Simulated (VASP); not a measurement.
Input of a VASP 6.6.1 run:

INCAR

```
PREC     = Accurate       # precision mode
ENCUT    = 520            # plane-wave cutoff, eV
EDIFF    = 1E-6           # SCF threshold, eV
ISMEAR   = 0              # smearing method
SIGMA    = 0.05           # smearing width, eV
LREAL    = False          # projectors in reciprocal space
LASPH    = True           # aspherical terms in the spheres
NELM     = 100            # most SCF steps
ALGO     = Normal         # electronic algorithm
ISIF     = 2              # what is computed and relaxed
LWAVE    = False          # write WAVECAR
LCHARG   = False          # write CHGCAR
GGA      = PE             # functional
NBANDS   = 46             # bands
```

KPOINTS

```
regular mesh
0
Gamma
  7 7 2
```

The input POSCAR:

```
CdS
1.0
   -2.0985806452     -3.6348483013      0.0000000000
    2.0985806452     -3.6348483013      0.0000000000
    0.0000000000     -0.6058080502     13.6554617430
Cd S
4 4
Direct
    0.5911809788      0.5911809788      0.9058282541
    0.6328476455      0.6328476455      0.4058282541
    0.3203476455      0.3203476455      0.1558282541
    0.2786809788      0.2786809788      0.6558282541
    0.6588190212      0.6588190212      0.0941717459
    0.6171523545      0.6171523545      0.5941717459
    0.3046523545      0.3046523545      0.3441717459
    0.2629856878      0.2629856878      0.8441717459
```

Potentials or basis: VASP PAW PBE potentials, release 64 (Cd, S).

Command:

```sh
$ cat potpaw_PBE.64/Cd/POTCAR potpaw_PBE.64/S/POTCAR > POTCAR
$ mpirun -np 1 vasp_std > vasp.out
```

**Question.** Predict the pressure.

**Answer.** 0.1 GPa.

**Question.** Predict the largest force.

**Answer.** 0.304 eV/Å.

**Question.** Predict the band gap on the k mesh.

**Answer.** 1.05 eV.

Forces in eV/Å, atoms in the order of the input:
```
Cd   0.000 -0.097  0.170
Cd   0.000  0.001 -0.026
Cd   0.000  0.001  0.017
Cd   0.000 -0.012 -0.024
S    0.000  0.208 -0.222
S    0.000 -0.001  0.022
S    0.000  0.013  0.026
S    0.000 -0.113  0.036
```

Caveat: the cell differs from its parent crystal (the part above a cut slid along it).
